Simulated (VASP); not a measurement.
# Pd (Fm-3m) in VASP: settings compared, part 2 of 2

VASP 6.6.1.

### 6 Single point, PBE+D4

This run uses another cell than the first one, of 15.05 Å³/atom, 0.962 times its volume.

INCAR reads:

```
PREC = Accurate
ENCUT = 520
EDIFF = 1E-6
ISMEAR = -1
SIGMA = 0.05
LREAL = F
LASPH = T
NELM = 100
ALGO = Normal
ISIF = 2
LWAVE = F
LCHARG = T
GGA = PE
IVDW = 13
LELF = T
LVHAR = T
NBANDS = 11
```

KPOINTS reads:

```
regular mesh
0
Gamma
  12 12 12
```

POSCAR reads:

```
Pd
1.0
    0.0000000000      1.9593911042      1.9593911042
    1.9593911042      0.0000000000      1.9593911042
    1.9593911042      1.9593911042      0.0000000000
Pd
1
Direct
    0.0000000000      0.0000000000      0.0000000000
```

Potentials or basis: VASP PAW PBE potentials, release 64 (Pd).

On the command line:

```console
$ cat potpaw_PBE.64/Pd/POTCAR > POTCAR
$ mpirun -np 1 vasp_std > vasp.out
```

OUTCAR:

```text
PREC = Accurate
   ENCUT = 520
   EDIFF = 1E-6
   ISMEAR = -1
   LREAL = F
   LASPH = T
   NELM = 100
   ISIF = 2
   GGA = PE
   IVDW = 13

 ion  position               nearest neighbor table
   1  0.000  0.000  0.000-

  LATTYP: Found a face centered cubic cell.
 ALAT       =     3.9187822084

  Lattice vectors:

 A1 = (   0.0000000000,   1.9593911042,   1.9593911042)
 A2 = (   1.9593911042,   0.0000000000,   1.9593911042)
 A3 = (   1.9593911042,   1.9593911042,   0.0000000000)

Analysis of symmetry for initial positions (statically):
[... 33 lines left out ...]
                                     Primitive cell

  volume of cell :      15.0450

  direct lattice vectors                    reciprocal lattice vectors
     0.000000000  1.959391104  1.959391104    -0.255181316  0.255181316  0.255181316
     1.959391104  0.000000000  1.959391104     0.255181316 -0.255181316  0.255181316
     1.959391104  1.959391104  0.000000000     0.255181316  0.255181316 -0.255181316

  length of vectors
     2.770997474  2.770997474  2.770997474     0.441987004  0.441987004  0.441987004

  position of ions in fractional coordinates (direct lattice)
     0.000000000  0.000000000  0.000000000

  ion indices of the primitive-cell ions
   primitive index   ion index
                 1           1

----------------------------------------------------------------------------------------

 KPOINTS: regular mesh

Automatic generation of k-mesh.
 Grid dimensions read from file:
 generate k-points for:   12   12   12

 Generating k-lattice:

  Cartesian coordinates                     Fractional coordinates (reciprocal lattice)
    -0.021265110  0.021265110  0.021265110     0.083333333  0.000000000  0.000000000
     0.021265110 -0.021265110  0.021265110     0.000000000  0.083333333  0.000000000
     0.021265110  0.021265110 -0.021265110     0.000000000  0.000000000  0.083333333

  Length of vectors
     0.036832250  0.036832250  0.036832250

  Shift w.r.t. Gamma in fractional coordinates (k-lattice)
     0.000000000  0.000000000  0.000000000

 Subroutine IBZKPT returns following result:
 ===========================================

 Found     72 irreducible k-points:

 Following reciprocal coordinates:
            Coordinates               Weight
  0.000000  0.000000  0.000000      1.000000
  0.083333  0.000000  0.000000      8.000000
  0.166667  0.000000  0.000000      8.000000
  0.250000  0.000000  0.000000      8.000000
  0.333333  0.000000  0.000000      8.000000
  0.416667  0.000000  0.000000      8.000000
[... 16 lines left out ...]
  0.500000  0.166667  0.000000     24.000000
 -0.416667  0.166667  0.000000     24.000000
 [... further k-points ...]
   k-points           NKPTS =     72   k-points in BZ     NKDIM =     72   number of bands    NBANDS=     11
   number of dos      NEDOS =    301   number of ions     NIONS =      1
   total plane-waves  NPLWV =  13824
   dimension x,y,z NGX =    24 NGY =   24 NGZ =   24
   dimension x,y,z NGXF=    48 NGYF=   48 NGZF=   48
   ions per type =               1
   NGX,Y,Z   is equivalent  to a cutoff of  14.40, 14.40, 14.40 a.u.
   NGXF,Y,Z  is equivalent  to a cutoff of  28.80, 28.80, 28.80 a.u.
 SYSTEM =  unknown system
   PREC   = accura    normal or accurate (medium, high low for compatibility)
   ISTART =      0    job   : 0-new  1-cont  2-samecut
   ICHARG =      2    charge: 1-file 2-atom 10-const
   ISPIN  =      1    spin polarized calculation?
   LNONCOLLINEAR =      F non collinear calculations
   LSORBIT =      F    spin-orbit coupling
   LASPH  =      T    aspherical Exc in radial PAW
   ENCUT  =  520.0 eV  38.22 Ry    6.18 a.u.   5.15  5.15  5.15*2*pi/ulx,y,z
   NELM   =    100;   NELMIN=  2; NELMDL= -5     # of ELM steps
   EDIFF  = 0.1E-05   stopping-criterion for ELM
   LREAL  =      F    real-space projection
   EDIFFG = 0.1E-04   stopping-criterion for IOM
   NSW    =      0    number of steps for IOM
   IBRION =     -1    ionic relax: 0-MD 1-quasi-New 2-CG
   NFREE  =      0    steps in history (QN), initial steepest desc. (CG)
   ISIF   =      2    stress and relaxation
   ISYM   =      2    0-nonsym 1-usesym 2-fastsym
   POTIM  = 0.5000    time-step for ionic-motion
   TEBEG  =    0.0;   TEEND  =   0.0 temperature during run
   PSTRESS=    0.0 pullay stress
   NELECT =      10.0000    total number of electrons
   NUPDOWN=      -1.0000    fix difference up-down
   EMIN   =  10.00;   EMAX   =-10.00  energy-range for DOS
   EFERMI =   0.00;   METHOD = LEGACY
   ISMEAR =    -1;   SIGMA  =   0.05  broadening in eV -4-tet -1-fermi 0-gaus
   EFERMI_NEDOS =   21; number of points for ismear=-14 and -15
   IALGO  =     38    algorithm
   IMIX   =      4    mixing-type and parameters
     AMIX     =   0.40;   BMIX     =  1.00
     AMIX_MAG =   1.60;   BMIX_MAG =  1.00
  volume/ion in A,a.u.               =      15.05       101.53
  Fermi-wavevector in a.u.,A,eV,Ry     =   1.428709  2.699868 27.772330  2.041209
  Thomas-Fermi vector in A             =   2.548741
   LORBIT       =      0    0 simple, 1 ext, 2 COOP (PROOUT), +10 PAW based schemes
   GGA     = PE    functional components
   LHFCALC =     F    Hartree Fock is set to
   AEXX    =    0.0000 exact exchange contribution
   IVDW    =    13    specifies the selected vdW correction
   LEPSILON=     F    determine dielectric tensor
   LRPA    =     F    only Hartree local field effects (RPA)
 non-spin polarized calculation
  energy-cutoff  :      520.00
  volume of cell :       15.05
 maximum number of plane-waves:       419
 NGX is ok and might be reduce to    24
   NGX = 11   NGY = 11   NGZ = 11

 number of electron      10.0000000 magnetization

 number of electron       9.9999999 magnetization

 Free energy of the ion-electron system (eV)
  ---------------------------------------------------
  ext. energy  EPLUGINS =         0.00000000
  ---------------------------------------------------
  free energy    TOTEN  =        -5.22828496 eV

  energy without entropy =       -5.20824650  energy(sigma->0) =       -5.21826573

 E-fermi :   9.4211     XC(G=0): -13.0634

 val. band max:        9.4157906357   @ k =  -0.4167   0.4167   0.1667
 cond. band min:       9.4215780495   @ k =  -0.3333   0.4167   0.0833
 fundamental gap:      0.0057874139
 Fermi energy:         9.4211247563

 k-point     1 :       0.0000    0.0000    0.0000
  band No.  band energies     occupation
      1       2.4649      2.00000
      2       6.6922      2.00000
      3       6.6922      2.00000
      4       6.6922      2.00000
      5       8.2512      2.00000
      6       8.2512      2.00000
      7      26.6334      0.00000
      8      31.2990      0.00000
      9      31.2990      0.00000
     10      31.2990      0.00000
     11      35.7099      0.00000

 k-point     2 :       0.0833    0.0000    0.0000
  band No.  band energies     occupation
      1       2.7108      2.00000
      2       6.6096      2.00000
      3       6.7745      2.00000
      4       6.7745      2.00000
      5       8.2140      2.00000
      6       8.2140      2.00000
      7      26.8683      0.00000
      8      29.8060      0.00000
      9      31.5708      0.00000
     10      31.5708      0.00000
     11      35.8073      0.00000

 k-point     3 :       0.1667    0.0000    0.0000
  band No.  band energies     occupation
      1       3.3779      2.00000
      2       6.4674      2.00000
      3       6.9412      2.00000
      4       6.9412      2.00000
      5       8.1900      2.00000
      6       8.1900      2.00000
      7      26.5723      0.00000
      8      27.9045      0.00000
      9      32.2692      0.00000
     10      32.2692      0.00000
     11      35.4989      0.00000
[... 267 lines left out ...]
 k-point    23 :       0.5000    0.1667    0.0000
  band No.  band energies     occupation
      1       4.8484      2.00000
      2       6.2301      2.00000
      3       7.2359      2.00000
      4       7.3837      2.00000
      5       9.4547      0.67625
      6      12.4835      0.00000
      7      17.4057      0.00000
      8      25.7375      0.00000
      9      28.0878      0.00000
     10      28.6405      0.00000
     11      35.8186      0.00000

 k-point    24 :      -0.4167    0.1667    0.0000
  band No.  band energies     occupation
      1       4.8986      2.00000
      2       6.2367      2.00000
      3       7.1692      2.00000
      4       7.5829      2.00000
      5       9.1958      1.97819
      6      13.0294      0.00000
      7      16.8950      0.00000
      8      25.1461      0.00000
      9      28.1911      0.00000
     10      29.1287      0.00000
     11      35.8147      0.00000

 [... further k-points ...]

------------------------ aborting loop because EDIFF is reached ----------------------------------------

  DFT-D4 for vdW energy calculation

  Edisp (eV):   -0.48341

  FORCE on cell =-STRESS in cart. coord.  units (eV):
  Direction    XX          YY          ZZ          XY          YZ          ZX
  --------------------------------------------------------------------------------------
  -------------------------------------------------------------------------------------
  Total      -0.19340    -0.19340    -0.19340     0.00000     0.00000     0.00000
  in kB     -20.59569   -20.59569   -20.59569     0.00000     0.00000     0.00000
  external pressure =      -20.60 kB  Pullay stress =        0.00 kB

 VOLUME and BASIS-vectors are now :
 -----------------------------------------------------------------------------
  energy-cutoff  :      520.00
  volume of cell :       15.05
      direct lattice vectors                 reciprocal lattice vectors
     0.000000000  1.959391104  1.959391104    -0.255181316  0.255181316  0.255181316
     1.959391104  0.000000000  1.959391104     0.255181316 -0.255181316  0.255181316
     1.959391104  1.959391104  0.000000000     0.255181316  0.255181316 -0.255181316

 POSITION                                       TOTAL-FORCE (eV/Angst)
 -----------------------------------------------------------------------------------
      0.00000      0.00000      0.00000         0.000000      0.000000      0.000000
 -----------------------------------------------------------------------------------
    total drift:                               -0.000000      0.000000     -0.000000

  FREE ENERGIE OF THE ION-ELECTRON SYSTEM (eV)
  ---------------------------------------------------
  free  energy   TOTEN  =        -5.7116987003 eV

  energy  without entropy=       -5.6916602405  energy(sigma->0) =       -5.70167947
```

OSZICAR:

```text
N       E                     dE             d eps       ncg     rms          rms(c)
DAV:   1     0.441744648246E+02    0.44174E+02   -0.52882E+03  1584   0.857E+02
DAV:   2    -0.481651283454E+01   -0.48991E+02   -0.47127E+02  1749   0.183E+02
DAV:   3    -0.550593543255E+01   -0.68942E+00   -0.68778E+00  1909   0.230E+01
DAV:   4    -0.550892767443E+01   -0.29922E-02   -0.29919E-02  1899   0.162E+00
DAV:   5    -0.550896014992E+01   -0.32475E-04   -0.32475E-04  2023   0.154E-01    0.732E+00
DAV:   6    -0.524150758222E+01    0.26745E+00   -0.10907E+00  1950   0.852E+00    0.357E+00
DAV:   7    -0.523170672920E+01    0.98009E-02   -0.17263E-02  2060   0.938E-01    0.188E+00
DAV:   8    -0.522832248028E+01    0.33842E-02   -0.14806E-03  1934   0.348E-01    0.107E-01
DAV:   9    -0.522828088532E+01    0.41595E-04   -0.21594E-04  2029   0.125E-01    0.237E-02
DAV:  10    -0.522828579619E+01   -0.49109E-05   -0.96404E-06  1950   0.270E-02    0.828E-03
DAV:  11    -0.522828496068E+01    0.83551E-06   -0.17752E-07  1321   0.437E-03
   1 F= -.57116987E+01 E0= -.57016795E+01  d E =-.200385E-01
```

Run time: 6.8 s. Hardware: 1 thread of Intel Xeon Platinum 8488C (Sapphire Rapids), shared host; peak memory 0.14 GiB.

What came out:

```yaml
Free_energy: -5.7117 eV
Pressure: -2.1 GPa
Band_gap_on_the_k_mesh: zero (band 5 reaches 9.72 eV, above the bottom of band 6 at 8.19 eV)
Dispersion_energy_per_atom: -0.483 eV
```

Caveat: pairwise dispersion overbinds metals, which lowers pressure and volume.

### 7 Summary

```csv
level,potentials or basis,spin,cell,gap on the mesh (eV),pressure (GPa)
LDA,"VASP PAW LDA potentials, release 64 (Pd)","non-collinear, zero start, SOC","a = 2.807 Å, angles 60.0°, 1 atom",-,-17.1
LDA,"VASP PAW LDA potentials, release 64 (Pd)",off,"a = 2.716 Å, angles 60.0°, 1 atom",none,-0.2
LDA,"VASP PAW LDA potentials, release 64 (Pd)",off,"a = 2.734 Å, angles 60.0°, 1 atom",none,-4.6
LDA,"VASP PAW LDA potentials, release 64 (Pd)",off,"a = 2.753 Å, angles 60.0°, 1 atom",none,-8.4
PBE+D4,"VASP PAW PBE potentials, release 64 (Pd)",off,"a = 2.771 Å, angles 60.0°, 1 atom",none,-2.1
```

Alike in all rows: task single point; k mesh 12 × 12 × 12; cutoff (eV) 520; smearing fermi-dirac 0.05 eV.

Caveats: pairwise dispersion overbinds metals, which lowers pressure and volume (some runs).

Total energies depend on the potentials used, so only differences within one code and one set of settings carry meaning.
